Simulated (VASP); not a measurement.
Set up this calculation in VASP 6.6.1, as the native input.

| Property | Result |
| --- | --- |
| Task | single point |
| Functional | LDA |
| Potentials or basis | VASP PAW LDA potentials, release 64 (Ge_d) |
| Cutoff | 520 eV |
| k mesh | 11 × 11 × 10 |
| Occupations | methfessel-paxton, width 0.1 eV |
| Spin | no spin polarisation |
| Dipole correction | no |
| Further INCAR settings | ALGO = Normal; EDIFF = 1e-07; NBANDS = 13 |

The structure of Ge lies in POSCAR:

```
Ge
1.0
    1.3971490000     -2.6005160000      0.0000000000
    1.3971490000      2.6005160000      0.0000000000
    0.0000000000      0.0000000000      2.6982310000
Ge
1
Direct
    0.5000000000      0.5000000000      0.0000000000
```

These files were run (other wordings do the same):

INCAR

```
PREC = Accurate
ENCUT = 520
EDIFF = 1E-7
ISMEAR = 1
SIGMA = 0.1
LREAL = False
LASPH = True
NELM = 100
ALGO = Normal
ISIF = 2
LWAVE = False
LCHARG = False
GGA = CA
NBANDS = 13
```

KPOINTS

```
Automatic mesh
0
Gamma
  11 11 10
```

Potentials or basis: VASP PAW LDA potentials, release 64 (Ge_d).

Launch:

```console
$ cat potpaw_LDA.64/Ge_d/POTCAR > POTCAR
$ mpirun -np 1 vasp_std > vasp.out
```

It gave:

```
Pressure               : -5.6 GPa
Band gap on the k mesh : zero (band 7 reaches 12.54 eV, above the bottom of band 8 at 3.56 eV)
```

Run time: 21 s on 1 thread of Intel(R) Xeon(R) Platinum 8488C (Sapphire Rapids) (shared host), peak memory 0.16 GiB.
